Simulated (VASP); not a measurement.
CoSi2: single point with PBE

The system is CoSi2.

```
Co Si
1.0
     0.00000    2.67994    2.81394
     2.67994    0.00000    2.81394
     2.67994    2.67994    0.00000
Co Si
1 2
Direct
  0.00000 0.00000 0.00000
  0.25000 0.25000 0.25000
  0.75000 0.75000 0.75000
```

This cell differs from its parent crystal: strain +0.000 along x and y, +0.050 along z.

- Program: VASP 6.6.1
- Task: single point
- Functional: PBE
- Potentials or basis: VASP PAW PBE potentials, release 64 (Co, Si)
- Cutoff: 520 eV
- k mesh: 16 × 16 × 16
- Occupations: gaussian, width 0.15 eV
- Spin: no spin polarisation

| Property | Result |
| --- | --- |
| Pressure | -7.9 GPa |
| Band gap on the k mesh | zero (an odd number of electrons rules out a gap without spin polarisation) |

Stress tensor (GPa, compression positive):
```
 -6.75   0.00   0.00
  0.00  -6.75   0.00
  0.00   0.00 -10.09
```

Levels at points of the mesh, in eV from the Fermi level:
```tsv
k point	band 6	band 7	band 8	band 9	band 10	band 11	band 12	band 13
(0.00, 0.00, 0.00)	-1.63	0.30	3.01	3.01	3.01	3.63	3.63	3.63
(0.50, 0.00, 0.00)	-1.49	-1.45	-0.63	-0.27	2.59	3.09	3.30	4.06
(0.50, 0.50, 0.00)	-1.87	-1.85	-1.85	-1.18	1.57	3.06	8.44	9.23
(0.50, 0.00, 0.50)	-1.93	-1.72	-1.66	-1.21	1.28	2.84	8.36	8.48
```

Wall time 120 s on 1 thread of Intel(R) Xeon(R) 6975P-C (Granite Rapids), on a shared host, peak memory 0.33 GiB.

Caveat: the cell differs from its parent crystal (strain +0.000 along x and y, +0.050 along z); the cell stands under tension; an odd number of electrons without spin polarisation forces a metal; a magnetic or distorted state may lie lower. Spin polarisation is off, so any magnetic state and its effect on volume and gap are missing.
